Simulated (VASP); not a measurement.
Input of a VASP 6.6.1 run:

The input INCAR:

```
  ALGO = Normal
  EDIFF = 1E-6
  ENCUT = 520
  GGA = CA
  ISIF = 2
  ISMEAR = 0
  LASPH = True
  LCHARG = False
  LREAL = False
  LWAVE = False
  NBANDS = 12
  NELM = 80
  PREC = Accurate
  SIGMA = 0.05
```

Contents of KPOINTS:

```
k-points
0
Gamma
  6 6 6
```

The input POSCAR:

```
H4C
1.0
   -2.2310322128      2.4789246809      2.4789246809
    2.2310322128     -2.4789246809      2.4789246809
    2.2310322128      2.4789246809     -2.4789246809
H C
4 1
Direct
    0.0000000000      0.0000000000      0.7463128700
    0.7463128700      0.0000000000      0.0000000000
    0.0000000000      0.7463128700      0.0000000000
    0.2536871300      0.2536871300      0.2536871300
    0.0000000000      0.0000000000      0.0000000000
```

Potentials or basis: VASP PAW LDA potentials, release 64 (H, C).

Run with:

```bash
$ cat potpaw_LDA.64/H/POTCAR potpaw_LDA.64/C/POTCAR > POTCAR
$ mpirun -np 1 vasp_std > vasp.out
```

Question: Estimate the largest force.

Answer: 1.758 eV/Å.

Question: What does it give for the band gap on the k mesh?

Answer: 7.07 eV, direct.

Forces in eV/Å, atoms in the order of the input:
```
H   -1.293 -0.843  0.843
H    1.293 -0.843 -0.843
H   -1.293  0.843 -0.843
H    1.293  0.843  0.843
C    0.000  0.000  0.000
```

Caveat: the cell differs from its parent crystal (strain -0.1000 x Voigt [1, 0, 0, 0, 0, 0]); forces of over 1 eV/Å act on the atoms, so gaps and moduli don't describe the material at rest. A k mesh can miss the band edges.
